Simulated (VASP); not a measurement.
# TiH5 (P-62m) in VASP: a series of runs, part 2 of 2

VASP 6.6.1. The steps go on from the part before.

**5. Relaxation of cell and atoms, PBE**

This run uses another cell than the first one, of 8.57 Å³/atom.

Contents of INCAR:

```
  ALGO = Normal
  EDIFF = 1E-7
  EDIFFG = -0.04
  ENCUT = 600
  GGA = PE
  IBRION = 2
  ISIF = 3
  ISMEAR = 0
  LASPH = T
  LCHARG = F
  LREAL = F
  LWAVE = F
  NELM = 100
  NSW = 90
  PREC = Accurate
  SIGMA = 0.1
```

Contents of KPOINTS:

```
k-points
0
Gamma
  6 6 6
```

Contents of POSCAR:

```
TiH5
1.0
    3.9930472500      0.0000000000      0.0000000000
   -1.9965236200      3.4580803500      0.0000000000
    0.0000000000      0.0000000000      3.7241501600
Ti H
1 5
Direct
    0.0000000000      0.0000000000      0.0000000000
    0.6599730300      0.0000000000      0.5000000000
    0.6666666700      0.3333333300      0.0000000000
    0.3400269700      0.3400269700      0.5000000000
    0.0000000000      0.6599730300      0.5000000000
    0.3333333300      0.6666666700      0.0000000000
```

Potentials or basis: VASP PAW PBE potentials, release 64 (Ti_sv, H).

On the command line:

```console
$ cat potpaw_PBE.64/Ti_sv/POTCAR potpaw_PBE.64/H/POTCAR > POTCAR
$ mpirun -np 1 vasp_std > vasp.out
```

OUTCAR:

```text
EDIFF = 1E-7
   EDIFFG = -0.04
   ENCUT = 600
   GGA = PE
   IBRION = 2
   ISIF = 3
   ISMEAR = 0
   LASPH = T
   LREAL = F
   NELM = 100
   NSW = 90
   PREC = Accurate

 ion  position               nearest neighbor table
   1  0.000  0.000  0.000-
   2  0.660  0.000  0.500-
   3  0.667  0.333  0.000-
   4  0.340  0.340  0.500-
   5  0.000  0.660  0.500-
   6  0.333  0.667  0.000-

  LATTYP: Found a hexagonal cell.
 ALAT       =     3.9930472500
 C/A-ratio  =     0.9326586757

  Lattice vectors:

 A1 = (   3.9930472500,   0.0000000000,   0.0000000000)
 A2 = (  -1.9965236200,   3.4580803500,   0.0000000000)
 A3 = (   0.0000000000,   0.0000000000,   3.7241501600)

Analysis of symmetry for initial positions (statically):
=====================================================================
 Subroutine PRICEL returns:
 Original cell was already a primitive cell.

 Routine SETGRP: Setting up the symmetry group for a
 hexagonal supercell.

 Subroutine GETGRP returns: Found 12 space group operations
 (whereof 12 operations were pure point group operations)
 out of a pool of 24 trial point group operations.

The static configuration has the point symmetry D_3h.

Analysis of symmetry for dynamics (positions and initial velocities):
=====================================================================
 Subroutine PRICEL returns:
 Original cell was already a primitive cell.

[... 174 lines left out ...]
 k-point     1 :       0.0000    0.0000    0.0000
  band No.  band energies     occupation
      1     -56.3942      2.00000
      2     -32.6074      2.00000
      3     -32.6074      2.00000
      4     -32.4663      2.00000
      5      -6.4860      2.00000
      6      -1.0677      2.00000
      7       0.9699      1.99968
      8       0.9699      1.99968
      9       2.1799      0.00000
     10       2.4998      0.00000
     11       2.4998      0.00000
     12       3.6214      0.00000
[... 458 lines left out ...]
  FREE ENERGIE OF THE ION-ELECTRON SYSTEM (eV)
  ---------------------------------------------------
  free  energy   TOTEN  =       -23.8638102337 eV

  energy  without entropy=      -23.8574181526  energy(sigma->0) =      -23.86061419

[... ionic steps 4 to 9 ...]

--------------------------------------- Ionic step       10  -------------------------------------------

 number of electron      17.0000003 magnetization

------------------------ aborting loop because EDIFF is reached ----------------------------------------
[... 75 lines left out ...]
--------------------------------------- Ionic step       12  -------------------------------------------

 number of electron      17.0000004 magnetization

 Free energy of the ion-electron system (eV)
  ---------------------------------------------------
  ext. energy  EPLUGINS =         0.00000000
  ---------------------------------------------------
  free energy    TOTEN  =       -23.95824314 eV

  energy without entropy =      -23.95307886  energy(sigma->0) =      -23.95566100

 E-fermi :   4.6184     XC(G=0): -11.1627

 val. band max:        4.5448146438   @ k =   0.3333   0.1667   0.1667
 cond. band min:       4.6682299198   @ k =   0.1667   0.1667   0.0000
 fundamental gap:      0.1234152760
 Fermi energy:         4.6184035297

 k-point     1 :       0.0000    0.0000    0.0000
  band No.  band energies     occupation
      1     -51.7788      2.00000
      2     -28.0553      2.00000
      3     -28.0553      2.00000
      4     -27.8298      2.00000
      5      -6.1010      2.00000
      6       0.6940      2.00000
      7       4.1904      2.00000
      8       4.1904      2.00000
      9       6.0506      0.00000
     10       7.1078      0.00000
     11       7.1078      0.00000
     12       8.4057      0.00000
[... 378 lines left out ...]
  FREE ENERGIE OF THE ION-ELECTRON SYSTEM (eV)
  ---------------------------------------------------
  free  energy   TOTEN  =       -23.9582431423 eV

  energy  without entropy=      -23.9530788624  energy(sigma->0) =      -23.95566100

 reached required accuracy - stopping structural energy minimisation
```

OSZICAR:

```text
N       E                     dE             d eps       ncg     rms          rms(c)
DAV:   1     0.103841635891E+03    0.10384E+03   -0.87040E+03   672   0.149E+03
DAV:   2    -0.160763137966E+02   -0.11992E+03   -0.11701E+03   684   0.350E+02
DAV:   3    -0.260948826362E+02   -0.10019E+02   -0.95199E+01  1120   0.932E+01
DAV:   4    -0.263522627705E+02   -0.25738E+00   -0.25558E+00   904   0.141E+01
[... 138 lines left out ...]
DAV:   3    -0.239582511685E+02    0.30878E-03   -0.96980E-04   808   0.327E-01    0.185E-02
DAV:   4    -0.239582478818E+02    0.32867E-05   -0.80672E-05   716   0.961E-02    0.135E-02
DAV:   5    -0.239582441788E+02    0.37030E-05   -0.62226E-06   824   0.193E-02    0.814E-03
DAV:   6    -0.239582430947E+02    0.10841E-05   -0.65673E-06   792   0.187E-02    0.202E-03
DAV:   7    -0.239582431423E+02   -0.47591E-07   -0.65213E-07   752   0.772E-03
  12 F= -.23958243E+02 E0= -.23955661E+02  d E =-.779399E-03
```

Wall time 2.3 min (1 thread of Intel Xeon Platinum 8488C (Sapphire Rapids), shared host); peak memory 0.2 GiB.

Results:

* Free energy: -23.9582 eV
* Relaxed volume: 5.29 Å³/atom
* Relaxed cell: a = 3.446 Å, b = 3.446 Å, c = 3.088 Å, α = 90.00°, β = 90.00°, γ = 120.00°
* Space group after relaxing (to 0.1 Å): P-62m (No. 189)
* Energy gained by relaxing: 474.3 meV/atom
* Ionic steps: 12
* Pressure after relaxing: 0.0 GPa
* Largest force after relaxing: 0.007 eV/Å
* Band gap on the k mesh: zero (an odd number of electrons rules out a gap without spin polarisation)

Forces in eV/Å, atoms in the order of the input:
```
Ti   0.000  0.000  0.000
H    0.007  0.000  0.000
H    0.000  0.000  0.000
H   -0.003 -0.006  0.000
H   -0.003  0.006  0.000
H    0.000  0.000  0.000
```

Stress tensor (GPa, compression positive):
```
-0.16  0.00  0.00
 0.00 -0.16  0.00
 0.00  0.00  0.22
```

The path:
```csv
step,energy change (eV),largest force (eV/Å),pressure (GPa),volume (Å³)
1,0.0000,1.0549,-26.88,51.42
2,-1.8080,0.8685,-22.98,41.44
3,-2.7516,0.3962,-8.59,33.78
4,-2.8097,0.0252,4.55,30.63
5,-2.8248,0.1567,-0.22,31.60
6,-2.8235,0.1136,1.33,31.27
7,-2.8323,0.0962,1.40,31.24
8,-2.8410,0.0501,1.73,31.15
9,-2.8414,0.0587,1.66,31.17
10,-2.8450,0.0549,0.06,31.61
11,-2.8453,0.0536,-0.45,31.76
12,-2.8460,0.0067,-0.03,31.76
```

Final structure:
```xyz
6
Lattice="3.4459 0.0000 0.0000 -1.7230 2.9843 0.0000 0.0000 0.0000 3.0879" Properties=species:S:1:pos:R:3 pbc="T T T"
Ti   -1.7230    2.9843    0.0000
H     2.4221    0.0000    1.5440
H     1.7230    0.9948    0.0000
H     0.5119    0.8866    1.5440
H     2.2349    2.0976    1.5440
H     0.0000    1.9895    0.0000
```

Caveat: the volume moved by over 15 % at a fixed basis, so the end points are rough.

**6. Relaxation of cell and atoms, PBE**

Contents of INCAR:

```
SYSTEM = TiH5
PREC     = Accurate       ! precision mode
ENCUT    = 600            ! plane-wave cutoff, eV
EDIFF    = 1E-6           ! SCF threshold, eV
ISMEAR   = 0              ! smearing method
SIGMA    = 0.1            ! smearing width, eV
LREAL    = .FALSE.        ! projectors in reciprocal space
LASPH    = .TRUE.         ! aspherical terms in the spheres
NELM     = 60             ! most SCF steps
ALGO     = Normal         ! electronic algorithm
ISIF     = 3              ! what is computed and relaxed
LWAVE    = .FALSE.        ! write WAVECAR
LCHARG   = .FALSE.        ! write CHGCAR
GGA      = PE             ! functional
IBRION   = 2              ! ionic algorithm
NSW      = 100            ! ionic steps
EDIFFG   = -0.01          ! ionic threshold
```

Contents of KPOINTS:

```
Automatic mesh
0
G
  12 12 12
  0 0 0
```

Contents of POSCAR:

```
TiH5
1.0
    3.4427721578      0.0000000000      0.0000000000
   -1.7213860789      2.9815281481      0.0000000000
    0.0000000000      0.0000000000      3.0900362145
Ti H
1 5
Direct
    0.0000000000      0.0000000000      0.0000000000
    0.7037266385      0.0000000000      0.5000000000
    0.6666666667      0.3333333333      0.0000000000
    0.2962733615      0.2962733615      0.5000000000
    0.0000000000      0.7037266385      0.5000000000
    0.3333333333      0.6666666667      0.0000000000
```

Potentials or basis: VASP PAW PBE potentials, release 64 (Ti_sv, H).

On the command line:

```console
$ cat potpaw_PBE.64/Ti_sv/POTCAR potpaw_PBE.64/H/POTCAR > POTCAR
$ mpirun -np 1 vasp_std > vasp.out
```

It took 2.2 min on 1 thread of Intel Xeon Platinum 8488C (Sapphire Rapids), shared host; peak memory 0.21 GiB.

It converged, with:

```yaml
Free_energy: -23.9588 eV
Relaxed_volume: 5.31 Å³/atom
Relaxed_cell: a = 3.468 Å, b = 3.468 Å, c = 3.061 Å, α = 90.00°, β = 90.00°, γ = 120.00°
Space_group_after_relaxing_to_0.1_Å: P-62m (No. 189)
Energy_gained_by_relaxing: 0.7 meV/atom
Ionic_steps: 6
Pressure_after_relaxing: -0.2 GPa
Largest_force_after_relaxing: 0.010 eV/Å
Band_gap_on_the_k_mesh: zero (an odd number of electrons rules out a gap without spin polarisation)
```

Forces in eV/Å, atoms in the order of the input:
```
Ti   0.000  0.000  0.000
H   -0.010  0.000  0.000
H    0.000  0.000  0.000
H    0.005  0.009  0.000
H    0.005 -0.009  0.000
H    0.000  0.000  0.000
```

Step by step:
```csv
step,energy change (eV),largest force (eV/Å),pressure (GPa),volume (Å³)
1,0.0000,0.0094,0.21,31.72
2,-0.0024,0.0212,0.25,31.75
3,-0.0038,0.0412,0.37,31.80
4,-0.0041,0.0223,-0.06,31.88
5,-0.0042,0.0144,-0.20,31.91
6,-0.0042,0.0099,-0.16,31.88
```

Final structure:
```
Ti H
1.0
     3.46768    0.00000    0.00000
    -1.73384    3.00310    0.00000
     0.00000    0.00000    3.06128
Ti H
1 5
Direct
  0.00000 0.00000 0.00000
  0.70186 0.00000 0.50000
  0.66667 0.33333 0.00000
  0.29814 0.29814 0.50000
  0.00000 0.70186 0.50000
  0.33333 0.66667 0.00000
```

Levels at points of the mesh, in eV from the Fermi level:
```csv
k point,band 6,band 7,band 8,band 9,band 10,band 11,band 12
"(0.00, 0.00, 0.00)",-3.90,-0.61,-0.61,1.24,2.39,2.39,3.64
"(0.50, 0.00, 0.00)",-6.90,-3.87,0.91,1.49,1.85,2.22,2.94
"(0.00, 0.00, 0.50)",-7.06,-1.27,-1.27,0.82,0.82,2.05,3.85
"(0.50, 0.00, 0.50)",-4.02,-3.95,-3.86,-2.13,2.38,2.96,5.38
```

**7. Summary**

| task | cell | k mesh | cutoff (eV) | gap on the mesh (eV) | pressure (GPa) | relaxed volume (Å³/atom) | largest force (eV/Å) |
| --- | --- | --- | --- | --- | --- | --- | --- |
| single point | a = 3.443, b = 3.443, c = 3.090 Å, angles 90.0, 90.0, 120.0°, 6 atoms, atomic positions A | 6 × 6 × 6 | 520 | none | -0.1 | - | 0.01 |
| single point | a = 3.993, b = 3.993, c = 3.724 Å, angles 90.0, 90.0, 120.0°, 6 atoms, atomic positions B | 6 × 6 × 6 | 520 | none | -27.0 | - | 1.05 |
| single point | a = 3.467, b = 3.467, c = 3.058 Å, angles 90.0, 90.0, 120.0°, 6 atoms, atomic positions A | 12 × 12 × 12 | 520 | none | -0.2 | - | - |
| relaxation of cell and atoms | relaxed from a = 3.993, b = 3.993, c = 3.724 Å, angles 90.0, 90.0, 120.0°, 6 atoms, atomic positions B | 6 × 6 × 6 | 600 | none | 0.0 | 5.29 | 0.01 |
| relaxation of cell and atoms | relaxed from a = 3.443, b = 3.443, c = 3.090 Å, angles 90.0, 90.0, 120.0°, 6 atoms, atomic positions A | 12 × 12 × 12 | 600 | none | -0.2 | 5.31 | 0.01 |

Alike in all rows: level PBE; potentials or basis VASP PAW PBE potentials, release 64 (Ti_sv, H); no spin polarisation; smearing gaussian 0.1 eV.

Caveats: the cell stands under tension (at least some runs); forces of over 1 eV/Å act on the atoms, so gaps and moduli don't describe the material at rest (at least some runs); the volume moved by over 15 % at a fixed basis, so the end points are rough (at least some runs).

Total energies depend on the potentials used, so only differences within one code and one set of settings carry meaning.
